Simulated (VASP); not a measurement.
Write the native input for VASP 6.6.1 that does the following.

```yaml
Task: single point
Functional: PBE
Potentials_or_basis: VASP PAW PBE potentials, release 64 (Y_sv, Al, N)
Cutoff: 520 eV
k_mesh: 6 × 6 × 2
Occupations: gaussian, width 0.1 eV
Spin: no spin polarisation
Dipole_correction: no
Further_INCAR_settings: ALGO = Normal; EDIFF = 1e-06; NBANDS = 25
```

The structure of YAl2N3 lies in POSCAR:

```
YAl2N3
1.0
    3.4332216600      0.0000000000      0.0000000000
   -1.7166108300      2.9732571700      0.0000000000
    0.0000000000      0.0000000000      8.4096412400
Y Al N
1 2 3
Direct
    0.0000000000      0.0000000000      0.0000000000
    0.3333333300      0.6666666700      0.6666666700
    0.6666666700      0.3333333300      0.3333333300
    0.0000000000      0.0000000000      0.5000000000
    0.3333333300      0.6666666700      0.1666666700
    0.6666666700      0.3333333300      0.8333333300
```

One way to write it, as run:

INCAR

```
PREC     = Accurate       # precision mode
ENCUT    = 520            # plane-wave cutoff, eV
EDIFF    = 1E-6           # SCF threshold, eV
ISMEAR   = 0              # smearing method
SIGMA    = 0.1            # smearing width, eV
LREAL    = F              # projectors in reciprocal space
LASPH    = T              # aspherical terms in the spheres
NELM     = 80             # most SCF steps
ALGO     = Normal         # electronic algorithm
ISIF     = 2              # what is computed and relaxed
LWAVE    = F              # write WAVECAR
LCHARG   = F              # write CHGCAR
GGA      = PE             # functional
NBANDS   = 25             # bands
```

KPOINTS

```
regular mesh
0
Gamma
  6 6 2
```

Potentials or basis: VASP PAW PBE potentials, release 64 (Y_sv, Al, N).

Command:

```console
$ cat potpaw_PBE.64/Y_sv/POTCAR potpaw_PBE.64/Al/POTCAR potpaw_PBE.64/N/POTCAR > POTCAR
$ mpirun -np 1 vasp_std > vasp.out
```

Results of the run:

* Pressure: -29.0 GPa
* Largest force: 1.538 eV/Å
* Band gap on the k mesh: 0.81 eV, direct

Caveat: forces of over 1 eV/Å act on the atoms, so gaps and moduli don't describe the material at rest.

Run time: 46 s on 1 thread of Intel(R) Xeon(R) 6975P-C (Granite Rapids), on a shared host, peak memory 0.23 GiB.
